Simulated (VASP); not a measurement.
Crystal: Ga4As3N.

```
Ga As N
1.0
     3.66655    0.00000    0.00000
     0.00000    3.66655    0.00000
     0.00000    0.00000   11.07741
Ga As N
4 3 1
Direct
  0.00000 0.00000 0.17439
  0.50000 0.50000 0.50000
  0.00000 0.00000 0.82561
  0.50000 0.50000 0.00000
  0.50000 0.50000 0.22712
  0.00000 0.00000 0.50000
  0.50000 0.50000 0.77288
  0.00000 0.00000 0.00000
```

```yaml
Program: VASP 6.6.1
Task: relaxation of cell and atoms
Functional: PBE
Potentials_or_basis: VASP PAW PBE potentials, release 64 (Ga_d, As, N)
Cutoff: 600 eV
k_mesh: 6 × 6 × 2
Occupations: gaussian, width 0.1 eV
Spin: no spin polarisation
```

At the start: pressure -0.4 GPa; volume 18.62 Å³/atom.

Task: Where does the relaxation end?

Result: Over 9 steps the energy falls by 2.4 meV/atom and the volume is 18.34 Å³/atom (-1.5 %); space group P4/mmm (No. 123, to 0.1 Å) before and after.

The path:
```tsv
step	energy change (eV)	largest force (eV/Å)	pressure (GPa)	volume (Å³)
1	0.0000	0.2073	-0.36	148.92
2	-0.0100	0.1722	-0.14	148.01
3	-0.0120	0.1525	0.07	147.40
4	-0.0151	0.0995	0.02	147.34
5	-0.0171	0.0492	-0.09	147.24
6	-0.0177	0.0553	0.04	146.88
7	-0.0180	0.0583	0.17	146.68
8	-0.0183	0.0459	0.01	146.70
9	-0.0189	0.0077	-0.16	146.75
```

Final structure:
```
Ga As N
1.0
     3.63988    0.00000    0.00000
     0.00000    3.63988    0.00000
     0.00000    0.00000   11.07642
Ga As N
4 3 1
Direct
  0.00000 0.00000 0.17552
  0.50000 0.50000 0.50000
  0.00000 0.00000 0.82448
  0.50000 0.50000 0.00000
  0.50000 0.50000 0.23224
  0.00000 0.00000 0.50000
  0.50000 0.50000 0.76776
  0.00000 0.00000 0.00000
```
